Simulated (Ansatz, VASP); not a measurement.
**Two plane-wave programs on CuO**

Contents of POSCAR:

```
CuO
1.0
    3.4220509700      0.0000000000      0.0000000000
    0.0000000000      3.4220509700      0.0000000000
    0.0000000000      0.0000000000      4.2604614800
Cu O
2 2
Direct
    0.0000000000      0.5000000000      0.0000000000
    0.5000000000      0.0000000000      0.5000000000
    0.0000000000      0.0000000000      0.2500000000
    0.0000000000      0.0000000000      0.7500000000
```

INCAR.step1

```
SYSTEM = CuO
  PREC = Accurate
  ENCUT = 520
  EDIFF = 1E-5
  ISMEAR = -1
  SIGMA = 0.05
  LREAL = .False.
  LASPH = .True.
  NELM = 80
  ALGO = Normal
  ISIF = 2
  LWAVE = .True.
  LCHARG = .False.
  GGA = PE
  NBANDS = 25
```

The input INCAR.step2:

```
SYSTEM = CuO
  PREC = Accurate
  ENCUT = 520
  EDIFF = 1E-6
  ISMEAR = -1
  SIGMA = 0.05
  LREAL = .False.
  LASPH = .True.
  NELM = 80
  ALGO = Normal
  ISIF = 2
  LWAVE = .False.
  LCHARG = .False.
  METAGGA = R2SCAN
  LHFCALC = .True.
  AEXX = 0.1
  LMIXTAU = .True.
  PRECFOCK = Normal
  ISTART = 1
  NBANDS = 25
```

Contents of KPOINTS:

```
regular mesh
0
Gamma
  5 5 4
  0 0 0
```

Contents of input.yaml:

```yaml
crystal:
  lattice:
    - [3.42205097, 0.0, 0.0]
    - [0.0, 3.42205097, 0.0]
    - [0.0, 0.0, 4.26046148]
  atoms:
    - { symbol: Cu, position: [0.0, 0.5, 0.0] }
    - { symbol: Cu, position: [0.5, 0.0, 0.5] }
    - { symbol: O, position: [0.0, 0.0, 0.25] }
    - { symbol: O, position: [0.0, 0.0, 0.75] }
hamiltonian:
  xc: { exchange: r2scan, correlation: r2scan, exx: { coeff: 0.1 } }
  pseudopotentials: { kind: paw }
kpoints:
  mp_grid: { grid: [5, 5, 4] }
scf:
  occupations: { method: fermi_dirac, width: 0.05 }
output:
  forces: true
  stress: true
  eigenvalues: true
```

Alike in both runs: task single point; functional r2SCAN-based global hybrid with a share of 0.1 of exact exchange; k mesh 5 × 5 × 4; occupations fermi-dirac, width 0.05 eV; no spin polarisation.

|  | VASP | Ansatz |
| --- | --- | --- |
| version | VASP 6.6.1 | Ansatz 0.2.0 |
| potentials or method | VASP PAW PBE potentials, release 64 (Cu, O) | Ansatz PAW |
| plane-wave cutoff (eV) | 520 | 500 |
| valence electrons in the cell | 34 | 50 |

|  | VASP | Ansatz | Ansatz less VASP |
| --- | --- | --- | --- |
| gap on the k mesh at the Fermi level (eV) | none | none | - |
| pressure (GPa) | -7.5 | -8.2 | -0.70 |
| traceless stress, the component that is largest in VASP (GPa) | 25.65 | 26.52 | +0.867 |

VASP's potentials were made for PBE, not for r2SCAN-based global hybrid. A gap of «none» marks a metal or a gap that the smearing closes. VASP's potentials hold 34 valence electrons a cell and Ansatz's 50, so a difference there can come from the potentials and not from the codes.

The k mesh is coarse, so the values compare programs but aren't converged.
